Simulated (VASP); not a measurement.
Write the native input for VASP 6.6.1 that does the following.

```
Task                   : single point
Functional             : PBE
Dispersion             : D3(BJ)
Potentials or basis    : VASP PAW PBE potentials, release 64 (Si, O)
Cutoff                 : 520 eV
k mesh                 : 6 × 6 × 1
Occupations            : gaussian, width 0.1 eV
Spin                   : no spin polarisation
Dipole correction      : yes
Further INCAR settings : ALGO = Normal; EDIFF = 1e-07; NBANDS = 25
```

The structure of SiO2 lies in POSCAR:

```
SiO2
1.0
    3.3350417848      0.0000000000      0.0000000000
    0.0000000000      3.3350417848      0.0000000000
    0.0000000000      0.0000000000     30.7163372800
Si O
2 4
Direct
    0.0000000000      0.0000000000      0.2389182532
    0.0000000000      0.0000000000      0.3473400302
    0.0000000000      0.5000000000      0.2375279441
    0.5000000000      0.0000000000      0.2375279441
    0.0000000000      0.5000000000      0.3487256636
    0.5000000000      0.0000000000      0.3487256636
```

The input as run:

INCAR

```
  ALGO = Normal
  DIPOL = 0.5 0.5 0.293
  EDIFF = 1E-7
  ENCUT = 520
  GGA = PE
  IDIPOL = 3
  ISIF = 2
  ISMEAR = 0
  IVDW = 12
  LASPH = True
  LCHARG = False
  LDIPOL = True
  LREAL = False
  LWAVE = False
  NBANDS = 25
  NELM = 80
  PREC = Accurate
  SIGMA = 0.1
```

KPOINTS

```
k-points
0
Gamma
  6 6 1
```

Potentials or basis: VASP PAW PBE potentials, release 64 (Si, O).

Launch:

```bash
$ cat potpaw_PBE.64/Si/POTCAR potpaw_PBE.64/O/POTCAR > POTCAR
$ mpirun -np 1 vasp_std > vasp.out
```

Results of the run:

The largest force is 0.338 eV/Å. The band gap on the k mesh is zero (bands 16 and 17 overlap by 0.66 eV). The dispersion energy per atom is -0.107 eV.

Wall time 80 s on 1 thread of Intel(R) Xeon(R) 6975P-C (Granite Rapids) (shared host), peak memory 0.46 GiB.
